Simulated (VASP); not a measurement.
A run of VASP 6.6.1:

File INCAR:

```
SYSTEM = CuO
ALGO = Normal
EDIFF = 1E-6
EDIFFG = -0.01
ENCUT = 600
GGA = PS
IBRION = 2
ISIF = 3
ISMEAR = -1
IVDW = 12
LASPH = .TRUE.
LCHARG = .FALSE.
LREAL = .FALSE.
LWAVE = .FALSE.
NELM = 80
NSW = 60
PREC = Accurate
SIGMA = 0.05
```

File KPOINTS:

```
k-points
0
G
  8 8 6
  0 0 0
```

POSCAR

```
CuO
1.0
    3.1754955000      0.0000000000      0.0000000000
    0.0000000000      3.1754955000      0.0000000000
    0.0000000000      0.0000000000      4.6495318700
Cu O
2 2
Direct
    0.0000000000      0.0000000000      0.0000000000
    0.5000000000      0.5000000000      0.0000000000
    0.5000000000      0.0000000000      0.2670000000
    0.0000000000      0.5000000000      0.7330000000
```

Potentials or basis: VASP PAW PBE potentials, release 64 (Cu, O).

Launch:

```sh
$ cat potpaw_PBE.64/Cu/POTCAR potpaw_PBE.64/O/POTCAR > POTCAR
$ mpirun -np 1 vasp_std > vasp.out
```

Hardware: 1 thread of Intel Xeon 8259CL, with other jobs on the host.

Question: Estimate the wall time of this run.

Answer: Wall time 46 min on 1 thread of Intel Xeon 8259CL, on a shared host, peak memory 0.25 GiB. Counts: scf iterations 332, k points 60, ion steps 41.
